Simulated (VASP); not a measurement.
# Li3OF (Pm-3m) in VASP: elastic constants with PBE

Aim: the elastic constants of Li3OF with PBE.

Program: VASP 6.6.1. These are calculated values, not measurements. Logs are shortened: lines on timing, memory, paths and dates and some standing lists are left out, and cuts for length are marked.

## (1) The cell of the first run

Symmetry: Pm-3m, No. 221, cubic system. The conventional cell has a = 3.612 Å, b = 3.612 Å, c = 3.612 Å, α = 90.00°, β = 90.00°, γ = 90.00°. Within 3.4 Å of O (site symmetry m-3m) lie 12 Li at 2.55 Å and 8 F at 3.13 Å. Within 2.4 Å of F (site symmetry m-3m) lie 6 Li at 1.81 Å. Within 2.4 Å of Li (site symmetry 4/mmm) lie 2 F at 1.81 Å.

## (2) Elastic constants, PBE

Input file INCAR:

```
PREC = Accurate ; ENCUT = 600
EDIFF = 1E-8 ; ISMEAR = 0
SIGMA = 0.01 ; LREAL = False
LASPH = True ; NELM = 60
ALGO = Normal ; ISIF = 3
LWAVE = False ; LCHARG = True
GGA = PE ; IBRION = 6
NFREE = 2 ; POTIM = 0.015
NSW = 1
```

Input file KPOINTS:

```
Automatic mesh
0
Gamma
  6 6 6
```

Input file POSCAR:

```
Li3OF
1.0
    3.6118000000      0.0000000000      0.0000000000
    0.0000000000      3.6118000000      0.0000000000
    0.0000000000      0.0000000000      3.6118000000
O F Li
1 1 3
Direct
    0.0000000000      0.0000000000      0.0000000000
    0.5000000000      0.5000000000      0.5000000000
    0.5000000000      0.5000000000      0.0000000000
    0.5000000000      0.0000000000      0.5000000000
    0.0000000000      0.5000000000      0.5000000000
```

Potentials or basis: VASP PAW PBE potentials, release 64 (O, F, Li_sv).

On the command line:

```
$ cat potpaw_PBE.64/O/POTCAR potpaw_PBE.64/F/POTCAR potpaw_PBE.64/Li_sv/POTCAR > POTCAR
$ mpirun -np 1 vasp_std > vasp.out
```

OUTCAR:

```text
PREC = Accurate
   ENCUT = 600
   EDIFF = 1E-8
   ISMEAR = 0
   LREAL = False
   LASPH = True
   NELM = 60
   ISIF = 3
   GGA = PE
   IBRION = 6
   NFREE = 2
   POTIM = 0.015
   NSW = 1

 ion  position               nearest neighbor table
   1  0.000  0.000  0.000-
   2  0.500  0.500  0.500-   3 1.81   4 1.81   5 1.81   3 1.81   4 1.81   5 1.81
   3  0.500  0.500  0.000-   2 1.81   2 1.81   5 2.55   4 2.55   4 2.55   5 2.55   4 2.55   4 2.55
                             5 2.55   5 2.55
   4  0.500  0.000  0.500-   2 1.81   2 1.81   5 2.55   3 2.55   3 2.55   3 2.55   5 2.55   3 2.55
                             5 2.55   5 2.55
   5  0.000  0.500  0.500-   2 1.81   2 1.81   4 2.55   3 2.55   4 2.55   3 2.55   3 2.55   4 2.55
                             3 2.55   4 2.55

  LATTYP: Found a simple cubic cell.
 ALAT       =     3.6118000000

  Lattice vectors:

 A1 = (   3.6118000000,   0.0000000000,   0.0000000000)
 A2 = (   0.0000000000,   3.6118000000,   0.0000000000)
 A3 = (   0.0000000000,   0.0000000000,   3.6118000000)

Analysis of symmetry for initial positions (statically):
=====================================================================
 Subroutine PRICEL returns:
 Original cell was already a primitive cell.

 Routine SETGRP: Setting up the symmetry group for a
 simple cubic supercell.

 Subroutine GETGRP returns: Found 48 space group operations
 (whereof 48 operations were pure point group operations)
 out of a pool of 48 trial point group operations.

The static configuration has the point symmetry O_h .

Analysis of symmetry for dynamics (positions and initial velocities):
=====================================================================
 Subroutine PRICEL returns:
 Original cell was already a primitive cell.

 Routine SETGRP: Setting up the symmetry group for a
 simple cubic supercell.

 Subroutine GETGRP returns: Found 48 space group operations
 (whereof 48 operations were pure point group operations)
 out of a pool of 48 trial point group operations.

The dynamic configuration has the point symmetry O_h .

 Subroutine INISYM returns: Found 48 space group operations
 (whereof 48 operations are pure point group operations),
 and found     1 'primitive' translations

----------------------------------------------------------------------------------------

                                     Primitive cell

  volume of cell :      47.1163

  direct lattice vectors                    reciprocal lattice vectors
     3.611800000  0.000000000  0.000000000     0.276870259  0.000000000  0.000000000
     0.000000000  3.611800000  0.000000000     0.000000000  0.276870259  0.000000000
     0.000000000  0.000000000  3.611800000     0.000000000  0.000000000  0.276870259

  length of vectors
     3.611800000  3.611800000  3.611800000     0.276870259  0.276870259  0.276870259

  position of ions in fractional coordinates (direct lattice)
     0.000000000  0.000000000  0.000000000
     0.500000000  0.500000000  0.500000000
     0.500000000  0.500000000  0.000000000
     0.500000000  0.000000000  0.500000000
     0.000000000  0.500000000  0.500000000

  ion indices of the primitive-cell ions
   primitive index   ion index
                 1           1
                 2           2
                 3           3
                 4           4
                 5           5

----------------------------------------------------------------------------------------

 KPOINTS: Automatic mesh

Automatic generation of k-mesh.
 Grid dimensions read from file:
 generate k-points for:    6    6    6

 Generating k-lattice:

  Cartesian coordinates                     Fractional coordinates (reciprocal lattice)
     0.046145043  0.000000000  0.000000000     0.166666667  0.000000000  0.000000000
     0.000000000  0.046145043  0.000000000     0.000000000  0.166666667  0.000000000
     0.000000000  0.000000000  0.046145043     0.000000000  0.000000000  0.166666667

  Length of vectors
     0.046145043  0.046145043  0.046145043

[... 74 lines left out ...]
   LHFCALC =     F    Hartree Fock is set to
   AEXX    =    0.0000 exact exchange contribution
   IVDW    =     0    specifies the selected vdW correction
   LEPSILON=     F    determine dielectric tensor
   LRPA    =     F    only Hartree local field effects (RPA)
 finite differences with symmetry
 non-spin polarized calculation
 Gauss-broadening in eV      SIGMA  =   0.01
  energy-cutoff  :      600.00
  volume of cell :       47.12
 maximum number of plane-waves:      1596
 NGX is ok and might be reduce to    30
   NGX = 15   NGY = 15   NGZ = 15

--------------------------------------- Ionic step        1  -------------------------------------------

 number of electron      21.9999950 magnetization

 Free energy of the ion-electron system (eV)
  ---------------------------------------------------
  ext. energy  EPLUGINS =         0.00000000
  ---------------------------------------------------
  free energy    TOTEN  =       -21.99529702 eV

  energy without entropy =      -21.99529702  energy(sigma->0) =      -21.99529702

------------------------ aborting loop because EDIFF is reached ----------------------------------------

  FORCE on cell =-STRESS in cart. coord.  units (eV):
  Direction    XX          YY          ZZ          XY          YZ          ZX
  --------------------------------------------------------------------------------------
  -------------------------------------------------------------------------------------
  Total       -0.9390620     -0.9390620     -0.9390620     -0.0000000     -0.0000000      0.0000000
  in kB      -31.9325614    -31.9325614    -31.9325614     -0.0000000     -0.0000000      0.0000000
  external PRESSURE =     -31.9325614 kB  Pullay stress =       0.0000000 kB
[... 98 lines left out ...]
  FREE ENERGIE OF THE ION-ELECTRON SYSTEM (eV)
  ---------------------------------------------------
  free  energy   TOTEN  =       -22.0041513502 eV

  energy  without entropy=      -22.0041513502  energy(sigma->0) =      -22.00415135

[... ionic steps 4 to 18 ...]

--------------------------------------- Ionic step       19  -------------------------------------------

 number of electron      21.9999954 magnetization

------------------------ aborting loop because EDIFF is reached ----------------------------------------
[... 73 lines left out ...]
--------------------------------------- Ionic step       21  -------------------------------------------

 number of electron      21.9999954 magnetization

 Free energy of the ion-electron system (eV)
  ---------------------------------------------------
  ext. energy  EPLUGINS =         0.00000000
  ---------------------------------------------------
  free energy    TOTEN  =       -21.99396364 eV

  energy without entropy =      -21.99396364  energy(sigma->0) =      -21.99396364

 E-fermi :   1.9307     XC(G=0):  -9.3328

 val. band max:        1.8748876471   @ k =   0.0000   0.5000   0.5000
 cond. band min:       5.3917853938   @ k =   0.0000   0.0000   0.0000
 fundamental gap:      3.5168977467
 Fermi energy:         1.9306734913

 k-point     1 :       0.0000    0.0000    0.0000
  band No.  band energies     occupation
      1     -43.4472      2.00000
      2     -43.2891      2.00000
      3     -43.2890      2.00000
      4     -23.2870      2.00000
      5     -13.0242      2.00000
      6      -5.3864      2.00000
      7      -5.3864      2.00000
      8      -5.3859      2.00000
      9       1.5856      2.00000
     10       1.5857      2.00000
     11       1.5857      2.00000
     12       5.3918      0.00000
     13      11.7392      0.00000
     14      11.7405      0.00000
[... 401 lines left out ...]
      2     -43.3006      2.00000
      3     -43.2933      2.00000
      4     -23.3300      2.00000
      5     -13.0007      2.00000
      6      -5.3336      2.00000
      7      -5.2878      2.00000
      8      -5.2265      2.00000
      9       1.1493      2.00000
     10       1.3242      2.00000
     11       1.6185      2.00000
     12       6.1125      0.00000
     13      10.6390      0.00000
     14      11.0053      0.00000
     15      12.0192      0.00000

 [... further k-points ...]
[... 5 lines left out ...]
  --------------------------------------------------------------------------------------
  -------------------------------------------------------------------------------------
  Total       -0.9383895     -0.9383895     -0.9317070      0.0000000      0.0000000      0.0000000
  in kB      -31.9096924    -31.9096924    -31.6824580      0.0000000      0.0000000      0.0000000
  external PRESSURE =     -31.8339476 kB  Pullay stress =       0.0000000 kB
[... 20 lines left out ...]
  FREE ENERGIE OF THE ION-ELECTRON SYSTEM (eV)
  ---------------------------------------------------
  free  energy   TOTEN  =       -21.9939636389 eV

  energy  without entropy=      -21.9939636389  energy(sigma->0) =      -21.99396364

 INTERNAL STRAIN TENSORS FROM STRAINED CELLS
 ============================================

 INTERNAL STRAIN TENSOR FOR ION    1 for displacements in x,y,z  (eV/Angst):
          X           Y           Z          XY          YZ          ZX
  --------------------------------------------------------------------------------
  x     0.00000     0.00000     0.00000     0.00000     0.00000    -0.00000
  y     0.00000     0.00000     0.00000     0.00000     0.00000     0.00000
  z     0.00000     0.00000     0.00000     0.00000    -0.00000     0.00000

 INTERNAL STRAIN TENSORS FROM DISPLACED ATOMS
 ============================================

 INTERNAL STRAIN TENSOR FOR ION    1 for displacements in x,y,z  (eV/Angst):
          X           Y           Z          XY          YZ          ZX
  --------------------------------------------------------------------------------
  x     0.00000     0.00000     0.00000     0.00000     0.00000     0.00000
  y     0.00000     0.00000     0.00000     0.00000     0.00000     0.00000
  z     0.00000     0.00000     0.00000     0.00000     0.00000     0.00000

 INTERNAL STRAIN TENSOR FOR ION    5 for displacements in x,y,z  (eV/Angst):
          X           Y           Z          XY          YZ          ZX
  --------------------------------------------------------------------------------
  x     0.00000     0.00000     0.00000     0.00000     0.00000     0.00000
  y     0.00000     0.00000     0.00000     0.00000     0.00000     0.00000
  z     0.00000     0.00000     0.00000     0.00000     0.00000     0.00000

 Eigenvectors and eigenvalues of the dynamical matrix
 ----------------------------------------------------

   1 f  =   22.084588 THz   138.761560 2PiTHz  736.662566 cm-1    91.334477 meV
             X         Y         Z           dx          dy          dz
      0.000000  0.000000  0.000000     0.050826   -0.007286    0.000000
      1.805900  1.805900  1.805900     0.366572   -0.052548   -0.000000
      1.805900  1.805900  0.000000     0.109032   -0.015630    0.000000
      1.805900  0.000000  1.805900     0.109032    0.129739    0.000000
      0.000000  1.805900  1.805900    -0.905058   -0.015630   -0.000000
[... 105 lines left out ...]
  15 f/i=    8.250876 THz    51.841784 2PiTHz  275.219604 cm-1    34.122867 meV
             X         Y         Z           dx          dy          dz
      0.000000  0.000000  0.000000    -0.014437   -0.047151    0.681468
      1.805900  1.805900  1.805900    -0.000761   -0.002485    0.035918
      1.805900  1.805900  0.000000     0.010845    0.035420   -0.070525
      1.805900  0.000000  1.805900     0.010845    0.004880   -0.511922
      0.000000  1.805900  1.805900     0.001494    0.035420   -0.511922

--------------------------------------------------------------------------------------------------------

 ELASTIC MODULI CONTR FROM IONIC RELAXATION (kBar)
 Direction    XX          YY          ZZ          XY          YZ          ZX
 --------------------------------------------------------------------------------
 XX           0.0000      0.0000      0.0000      0.0000      0.0000      0.0000
 YY           0.0000      0.0000      0.0000      0.0000      0.0000      0.0000
 ZZ           0.0000      0.0000      0.0000      0.0000      0.0000      0.0000
 XY           0.0000      0.0000      0.0000      0.0000      0.0000      0.0000
 YZ           0.0000      0.0000      0.0000      0.0000      0.0000      0.0000
 ZX           0.0000      0.0000      0.0000      0.0000      0.0000      0.0000
 --------------------------------------------------------------------------------

 TOTAL ELASTIC MODULI (kBar)
 Direction    XX          YY          ZZ          XY          YZ          ZX
 --------------------------------------------------------------------------------
 XX        1535.7510     75.1744     75.1744     -0.0000     -0.0000      0.0000
 YY          75.1744   1535.7510     75.1744     -0.0000     -0.0000      0.0000
 ZZ          75.1744     75.1744   1535.7510     -0.0000     -0.0000      0.0000
 XY          -0.0000     -0.0000     -0.0000    292.4515      0.0000      0.0000
 YZ          -0.0000     -0.0000     -0.0000      0.0000    292.4515      0.0000
 ZX           0.0000      0.0000      0.0000      0.0000      0.0000    292.4515
 --------------------------------------------------------------------------------
```

Wall time 8.8 min (1 thread of Intel Xeon Platinum 8488C (Sapphire Rapids), shared host); peak memory 0.25 GiB.

Results:

```yaml
Elastic_constants_C11_C12_C44: 154, 8, 29 GPa
Voigt_bulk_modulus: 56 GPa
Highest_phonon_frequency_at_Γ_LO-TO_splitting_left_out: 737 cm⁻¹
Most_unstable_mode: 275i cm⁻¹
```

Phonon frequencies in cm⁻¹ (negative: imaginary):
```csv
q point,frequencies
"(0.000, 0.000, 0.000)",-275 -275 -275 -219 -219 -219 -2 -2 -2 347 347 347 737 737 737
```

Elastic tensor in Voigt notation (GPa, in the Cartesian axes of the cell as first typed):
```
154   8   8   0   0   0
  8 154   8   0   0   0
  8   8 154   0   0   0
  0   0   0  29   0   0
  0   0   0   0  29   0
  0   0   0   0   0  29
```

Clamped-ion elastic tensor (GPa):
```
154   8   8   0   0   0
  8 154   8   0   0   0
  8   8 154   0   0   0
  0   0   0  29   0   0
  0   0   0   0  29   0
  0   0   0   0   0  29
```

Caveat: the cell is under stress, which shifts elastic constants; the cutoff is under 1.25 times the usual one of these potentials, so pressure, stress and relaxed cells hold a basis-set (Pulay) error; some modes are imaginary.
